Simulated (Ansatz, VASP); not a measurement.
# TiO2: VASP beside Ansatz

```
Ti O
1.0
     4.59400   -0.04594   -0.04594
    -0.04594    4.59400   -0.04594
    -0.02959   -0.02959    2.95900
Ti O
2 4
Direct
  0.00000 0.00000 0.00000
  0.50000 0.50000 0.50000
  0.30600 0.30600 0.00000
  0.19400 0.80600 0.50000
  0.69400 0.69400 0.00000
  0.80600 0.19400 0.50000
```

Change from the starting cell: equal xy, yz and zx shear strains of -2 %, crystal datasets.

Alike in both runs: task electric field gradients; functional LDA; k mesh 7 × 7 × 10; occupations fermi-dirac, width 0.05 eV; no spin polarisation.

```csv
,VASP,Ansatz
version,VASP 6.6.1,Ansatz 0.2.0
potentials or method,"VASP PAW LDA potentials, release 64 (Ti_sv, O), cutoff 520 eV","all-electron PAW with datasets made for the crystal, scalar-relativistic"
```

```tsv
	VASP	Ansatz	Ansatz less VASP
gap on the k mesh at the Fermi level (eV)	1.83	1.85	+0.024
pressure (GPa)	-6.4	-7.4	-0.96
traceless stress, the component that is largest in VASP (GPa)	4.51	4.47	-0.047
rms of the force components (eV/Å)	0.101	0.088	-0.0134
size of Vzz on the site where it differs most (V/Å²)	47.4	46.4	-1.01
```

LDA's correlation is that of Perdew and Zunger in VASP and of Perdew and Wang (1992) in Ansatz. Atom by atom the forces differ by 0.017 eV/Å (rms over components). Ansatz ran all-electron here, and VASP with PAW potentials.
